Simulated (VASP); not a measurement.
Set up this calculation in VASP 6.6.1, as the native input.

```yaml
Task: single point
Functional: PBE
Potentials_or_basis: VASP PAW PBE potentials, release 64 (Zn, S)
Cutoff: 520 eV
k_mesh: 9 × 9 × 9
Occupations: gaussian, width 0.024 eV
Spin: no spin polarisation
Dipole_correction: no
Further_INCAR_settings: ALGO = Normal; EDIFF = 1e-06; NBANDS = 16
```

The structure of ZnS lies in POSCAR:

```
ZnS
1.0
    0.0000000000      2.7020000000      2.7020000000
    2.7020000000      0.0000000000      2.7020000000
    2.7020000000      2.7020000000      0.0000000000
Zn S
1 1
Direct
    0.7500000000      0.7500000000      0.7500000000
    0.0000000000      0.0000000000      0.0000000000
```

The input as run:

INCAR

```
SYSTEM = ZnS
ALGO = Normal
EDIFF = 1E-6
ENCUT = 520
GGA = PE
ISIF = 2
ISMEAR = 0
LASPH = .True.
LCHARG = .True.
LELF = .True.
LREAL = .False.
LVHAR = .True.
LWAVE = .False.
NBANDS = 16
NELM = 100
PREC = Accurate
SIGMA = 0.024
```

KPOINTS

```
k-points
0
Gamma
  9 9 9
  0 0 0
```

Potentials or basis: VASP PAW PBE potentials, release 64 (Zn, S).

The run is started by

```console
$ cat potpaw_PBE.64/Zn/POTCAR potpaw_PBE.64/S/POTCAR > POTCAR
$ mpirun -np 1 vasp_std > vasp.out
```

Results of the run:

- Pressure: 1.8 GPa
- Band gap on the k mesh: 2.11 eV, direct

Run time: 36 s on 1 thread of Intel Xeon 8259CL, with other jobs on the host, peak memory 0.16 GiB.
